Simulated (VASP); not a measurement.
# SiNi (Pmma) in VASP: notebook, part 2 of 2

VASP 6.6.1. The steps go on from the part before.

### 4 Single point, PBE, collinear spin, ferromagnetic start

This run uses another cell than the first one, of 11.67 Å³/atom.

INCAR reads:

```
ALGO = Normal ; EDIFF = 1E-7
ENCUT = 520 ; GGA = PE
ISIF = 2 ; ISMEAR = 0
ISPIN = 2 ; LASPH = True
LCHARG = False ; LMAXMIX = 4
LORBIT = 11 ; LREAL = False
LWAVE = False ; MAGMOM = 0 0 2 2
NBANDS = 26 ; NELM = 150
PREC = Accurate ; SIGMA = 0.1
```

KPOINTS reads:

```
k-points
0
Gamma
  4 6 4
```

POSCAR reads:

```
SiNi
1.0
    4.1030228368      0.0000000000      0.0000000000
    0.0000000000      2.7152357008      0.0000000000
    0.0000000000      0.0000000000      4.1892207956
Si Ni
2 2
Direct
    0.7500000000      0.0000000000      0.6870000000
    0.2500000000      0.0000000000      0.3130000000
    0.7500000000      0.5000000000      0.1880000000
    0.2500000000      0.5000000000      0.8120000000
```

Potentials or basis: VASP PAW PBE potentials, release 64 (Si, Ni).

Command:

```console
$ cat potpaw_PBE.64/Si/POTCAR potpaw_PBE.64/Ni/POTCAR > POTCAR
$ mpirun -np 1 vasp_std > vasp.out
```

OUTCAR:

```text
EDIFF = 1E-7
   ENCUT = 520
   GGA = PE
   ISIF = 2
   ISMEAR = 0
   ISPIN = 2
   LASPH = True
   LORBIT = 11
   LREAL = False
   NELM = 150
   PREC = Accurate

 ion  position               nearest neighbor table
   1  0.750  0.000  0.687-   3 2.49   3 2.49   3 2.50   3 2.50   4 2.52   4 2.52   4 2.52   4 2.52
                             2 2.58   2 2.58
   2  0.250  0.000  0.313-   4 2.49   4 2.49   4 2.50   4 2.50   3 2.52   3 2.52   3 2.52   3 2.52
                             1 2.58   1 2.58
   3  0.750  0.500  0.188-   1 2.49   1 2.49   1 2.50   1 2.50   2 2.52   2 2.52   2 2.52   2 2.52
                             4 2.59   4 2.59
   4  0.250  0.500  0.812-   2 2.49   2 2.49   2 2.50   2 2.50   1 2.52   1 2.52   1 2.52   1 2.52
                             3 2.59   3 2.59

  LATTYP: Found a simple orthorhombic cell.
 ALAT       =     2.7152357008
 B/A-ratio  =     1.5111111111
 C/A-ratio  =     1.5428571429

[... 1611 lines left out ...]
------------------------ aborting loop because EDIFF is reached ----------------------------------------

  FORCE on cell =-STRESS in cart. coord.  units (eV):
  Direction    XX          YY          ZZ          XY          YZ          ZX
  --------------------------------------------------------------------------------------
  -------------------------------------------------------------------------------------
  Total        0.7441690     -2.6388954     -0.8075315      0.0000000      0.0000000     -0.0000000
  in kB       25.5468532    -90.5916233    -27.7220506      0.0000000      0.0000000     -0.0000000
  external PRESSURE =     -30.9222736 kB  Pullay stress =       0.0000000 kB

 VOLUME and BASIS-vectors are now :
 -----------------------------------------------------------------------------
  energy-cutoff  :      520.00
  volume of cell :       46.67
      direct lattice vectors                 reciprocal lattice vectors
     4.103022837  0.000000000  0.000000000     0.243722748  0.000000000  0.000000000
     0.000000000  2.715235701  0.000000000     0.000000000  0.368292152  0.000000000
     0.000000000  0.000000000  4.189220796     0.000000000  0.000000000  0.238707876

 POSITION                                       TOTAL-FORCE (eV/Angst)
 -----------------------------------------------------------------------------------
      3.07727      0.00000      2.87799         0.000000      0.000000      0.573938
      1.02576      0.00000      1.31123         0.000000      0.000000     -0.573938
      3.07727      1.35762      0.78757         0.000000      0.000000     -0.000190
      1.02576      1.35762      3.40165        -0.000000     -0.000000      0.000190
 -----------------------------------------------------------------------------------
    total drift:                                0.000000     -0.000000      0.000000

  FREE ENERGIE OF THE ION-ELECTRON SYSTEM (eV)
  ---------------------------------------------------
  free  energy   TOTEN  =       -22.9091763123 eV

  energy  without entropy=      -22.8953740096  energy(sigma->0) =      -22.90227516

 total charge

# of ion       s       p       d       tot
------------------------------------------
    1        0.736   0.818   0.000   1.554
    2        0.736   0.818   0.000   1.554
    3        0.449   0.533   8.478   9.460
    4        0.449   0.533   8.478   9.460
--------------------------------------------------
tot          2.370   2.702  16.956  22.028

 magnetization (x)

# of ion       s       p       d       tot
------------------------------------------
    1       -0.000  -0.000   0.000  -0.000
    2       -0.000  -0.000   0.000  -0.000
    3       -0.000  -0.000   0.000   0.000
    4       -0.000  -0.000   0.000   0.000
--------------------------------------------------
tot         -0.000  -0.000   0.000   0.000
```

OSZICAR:

```text
N       E                     dE             d eps       ncg     rms          rms(c)
DAV:   1     0.146048057772E+03    0.14605E+03   -0.12075E+04  3784   0.127E+03
DAV:   2    -0.153954464495E+02   -0.16144E+03   -0.14925E+03  3816   0.259E+02
DAV:   3    -0.248598492024E+02   -0.94644E+01   -0.90364E+01  4404   0.696E+01
DAV:   4    -0.250647031401E+02   -0.20485E+00   -0.20403E+00  4444   0.919E+00
DAV:   5    -0.250700438887E+02   -0.53407E-02   -0.53397E-02  4560   0.159E+00    0.216E+01
DAV:   6    -0.324376606240E+02   -0.73676E+01   -0.52301E+01  4466   0.122E+02    0.300E+01
DAV:   7    -0.230779857863E+02    0.93597E+01   -0.17431E+01  4506   0.783E+01    0.525E+00
DAV:   8    -0.229447208058E+02    0.13326E+00   -0.18340E+00  5528   0.164E+01    0.260E+00
DAV:   9    -0.229075047211E+02    0.37216E-01   -0.22512E-01  5230   0.511E+00    0.829E-01
DAV:  10    -0.229097114906E+02   -0.22068E-02   -0.55339E-03  5476   0.836E-01    0.387E-01
DAV:  11    -0.229093909477E+02    0.32054E-03   -0.53936E-04  5404   0.224E-01    0.197E-01
DAV:  12    -0.229091712689E+02    0.21968E-03   -0.39029E-04  5208   0.272E-01    0.674E-02
DAV:  13    -0.229091775271E+02   -0.62582E-05   -0.35714E-05  5320   0.785E-02    0.302E-02
DAV:  14    -0.229091773504E+02    0.17663E-06   -0.37013E-06  5122   0.274E-02    0.130E-02
DAV:  15    -0.229091765654E+02    0.78503E-06   -0.78199E-07  5134   0.107E-02    0.306E-03
DAV:  16    -0.229091764030E+02    0.16242E-06   -0.76821E-08  2216   0.233E-03    0.133E-03
DAV:  17    -0.229091763123E+02    0.90670E-07   -0.18611E-08  2106   0.142E-03
   1 F= -.22909176E+02 E0= -.22902275E+02  d E =-.138023E-01  mag=     0.0000
```

stdout:

```text
POSCAR found type information on POSCAR SiNi
 POSCAR found :  2 types and       4 ions
 scaLAPACK will be used
 LDA part: xc-table for (Slater+PW92), standard interpolation
 POSCAR, INCAR and KPOINTS ok, starting setup
 FFT: planning ... GRIDC
 FFT: planning ... GRID_SOFT
 FFT: planning ... GRID
 WAVECAR not read
 entering main loop
```

Wall time 71 s (1 thread of Intel Xeon Platinum 8488C (Sapphire Rapids), shared host); peak memory 0.2 GiB.

Results:

| Property | Result |
| --- | --- |
| Free energy | -22.9092 eV |
| Pressure | -3.1 GPa |
| Largest force | 0.574 eV/Å |
| Band gap on the k mesh | zero (filled and empty bands overlap) |
| Net moment | 0.00 μB per cell |
| Valence electrons inside the program's atomic spheres | Si 1.55; Ni 9.46 |

Forces on the atoms (eV/Å):
```
Si   0.000  0.000  0.574
Si   0.000  0.000 -0.574
Ni   0.000  0.000  0.000
Ni   0.000  0.000  0.000
```

Caveat: the k points lie up to 0.39 Å⁻¹ apart, too coarse for converged energies and pressures of a metal.

### 5 Single point, PBE

This run uses another cell than the first one, of 11.46 Å³/atom.

INCAR reads:

```
  ALGO = Normal
  EDIFF = 1E-7
  ENCUT = 520
  GGA = PE
  ISIF = 2
  ISMEAR = 0
  LASPH = T
  LCHARG = F
  LREAL = F
  LWAVE = F
  NBANDS = 22
  NELM = 80
  PREC = Accurate
  SIGMA = 0.1
```

KPOINTS reads:

```
k-points
0
Gamma
  10 18 12
```

POSCAR reads:

```
SiNi
1.0
    4.3958354988      0.0000000000      0.0000000000
    0.0000000000      2.5677881599      0.0000000000
    0.0000000000      0.0000000000      4.0624566427
Si Ni
2 2
Direct
    0.7500000000      0.0000000000      0.6920295213
    0.2500000000      0.0000000000      0.3079704787
    0.7500000000      0.5000000000      0.1807705325
    0.2500000000      0.5000000000      0.8192294675
```

Potentials or basis: VASP PAW PBE potentials, release 64 (Si, Ni).

Command:

```console
$ cat potpaw_PBE.64/Si/POTCAR potpaw_PBE.64/Ni/POTCAR > POTCAR
$ mpirun -np 1 vasp_std > vasp.out
```

OUTCAR:

```text
EDIFF = 1E-7
   ENCUT = 520
   GGA = PE
   ISIF = 2
   ISMEAR = 0
   LASPH = T
   LREAL = F
   NELM = 80
   PREC = Accurate

 ion  position               nearest neighbor table
   1  0.750  0.000  0.692-   3 2.36   3 2.36   3 2.44   3 2.44   4 2.60   4 2.60   4 2.60   4 2.60
                             2 2.70   2 2.70
   2  0.250  0.000  0.308-   4 2.36   4 2.36   4 2.44   4 2.44   3 2.60   3 2.60   3 2.60   3 2.60
                             1 2.70   1 2.70
   3  0.750  0.500  0.181-   1 2.36   1 2.36   1 2.44   1 2.44   2 2.60   2 2.60   2 2.60   2 2.60
                             4 2.64   4 2.64
   4  0.250  0.500  0.819-   2 2.36   2 2.36   2 2.44   2 2.44   1 2.60   1 2.60   1 2.60   1 2.60
                             3 2.64   3 2.64

  LATTYP: Found a simple orthorhombic cell.
 ALAT       =     2.5677881599
 B/A-ratio  =     1.5820840310
 C/A-ratio  =     1.7119151679

  Lattice vectors:

 A1 = (   0.0000000000,   2.5677881599,   0.0000000000)
 A2 = (   0.0000000000,   0.0000000000,   4.0624566427)
 A3 = (   4.3958354988,   0.0000000000,   0.0000000000)

Analysis of symmetry for initial positions (statically):
[... 177 lines left out ...]

  energy without entropy =      -23.04303324  energy(sigma->0) =      -23.04554899

 E-fermi :  11.6345     XC(G=0): -12.5547

 val. band max:       11.6305621441   @ k =   0.1000   0.3889   0.0833
 cond. band min:      11.6508883990   @ k =   0.0000   0.1111   0.5000
 fundamental gap:      0.0203262548
 Fermi energy:        11.6344751473

 k-point     1 :       0.0000    0.0000    0.0000
  band No.  band energies     occupation
      1      -2.3170      2.00000
      2       2.6681      2.00000
      3       5.4004      2.00000
      4       6.3134      2.00000
      5       7.3107      2.00000
      6       7.8123      2.00000
[... 589 lines left out ...]
     21      23.2131      0.00000
     22      23.2131      0.00000

 [... further k-points ...]

------------------------ aborting loop because EDIFF is reached ----------------------------------------

  FORCE on cell =-STRESS in cart. coord.  units (eV):
  Direction    XX          YY          ZZ          XY          YZ          ZX
  --------------------------------------------------------------------------------------
  -------------------------------------------------------------------------------------
  Total       -0.0515066      0.0169142      0.0811725      0.0000000      0.0000000     -0.0000000
  in kB       -1.7996340      0.5909784      2.8361574      0.0000000      0.0000000     -0.0000000
  external PRESSURE =       0.5425006 kB  Pullay stress =       0.0000000 kB

 VOLUME and BASIS-vectors are now :
 -----------------------------------------------------------------------------
  energy-cutoff  :      520.00
  volume of cell :       45.86
      direct lattice vectors                 reciprocal lattice vectors
     4.395835499  0.000000000  0.000000000     0.227488040  0.000000000  0.000000000
     0.000000000  2.567788160  0.000000000     0.000000000  0.389440225  0.000000000
     0.000000000  0.000000000  4.062456643     0.000000000  0.000000000  0.246156473

 POSITION                                       TOTAL-FORCE (eV/Angst)
 -----------------------------------------------------------------------------------
      3.29688      0.00000      2.81134        -0.000000     -0.000000     -0.008453
      1.09896      0.00000      1.25112        -0.000000      0.000000      0.008453
      3.29688      1.28389      0.73437         0.000000      0.000000      0.006842
      1.09896      1.28389      3.32808        -0.000000     -0.000000     -0.006842
 -----------------------------------------------------------------------------------
    total drift:                                0.000000     -0.000000     -0.000000

  FREE ENERGIE OF THE ION-ELECTRON SYSTEM (eV)
  ---------------------------------------------------
  free  energy   TOTEN  =       -23.0480647352 eV

  energy  without entropy=      -23.0430332449  energy(sigma->0) =      -23.04554899
```

stdout:

```text
POSCAR found type information on POSCAR SiNi
 POSCAR found :  2 types and       4 ions
 scaLAPACK will be used
 LDA part: xc-table for (Slater+PW92), standard interpolation
 POSCAR, INCAR and KPOINTS ok, starting setup
 FFT: planning ... GRIDC
 FFT: planning ... GRID_SOFT
 FFT: planning ... GRID
 WAVECAR not read
 entering main loop
```

Run time: 4.5 min. Hardware: 1 thread of Intel Xeon Platinum 8488C (Sapphire Rapids), shared host; peak memory 0.44 GiB.

What came out:

```
Free energy            : -23.0481 eV
Pressure               : 0.1 GPa
Largest force          : 0.008 eV/Å
Band gap on the k mesh : zero (bands 14 and 15 overlap by 1.08 eV)
```

Forces in eV/Å, atoms in the order of the input:
```
Si   0.000  0.000 -0.008
Si   0.000  0.000  0.008
Ni   0.000  0.000  0.007
Ni   0.000  0.000 -0.007
```

Spin polarisation is off, so any magnetic state and its effect on volume and gap are missing.

### 6 Summary

```tsv
task	cell	k mesh	cutoff (eV)	gap on the mesh (eV)	pressure (GPa)	largest force (eV/Å)
single point	a = 4.399, b = 2.584, c = 4.045 Å, 4 atoms, atomic positions A	4 × 6 × 4	520	none	0.2	0.03
relaxation of cell and atoms	relaxed from a = 4.103, b = 2.715, c = 4.189 Å, 4 atoms, atomic positions B	4 × 6 × 4	600	none	0.0	0.01
single point	a = 4.396, b = 2.568, c = 4.062 Å, 4 atoms, atomic positions A	10 × 18 × 12	520	none	0.1	0.01
```

Alike in all rows: level PBE; potentials or basis VASP PAW PBE potentials, release 64 (Si, Ni); no spin polarisation; smearing gaussian 0.1 eV.

Caveats: some runs use coarse meshes.

Absolute energies hang on the potentials; compare differences alone.
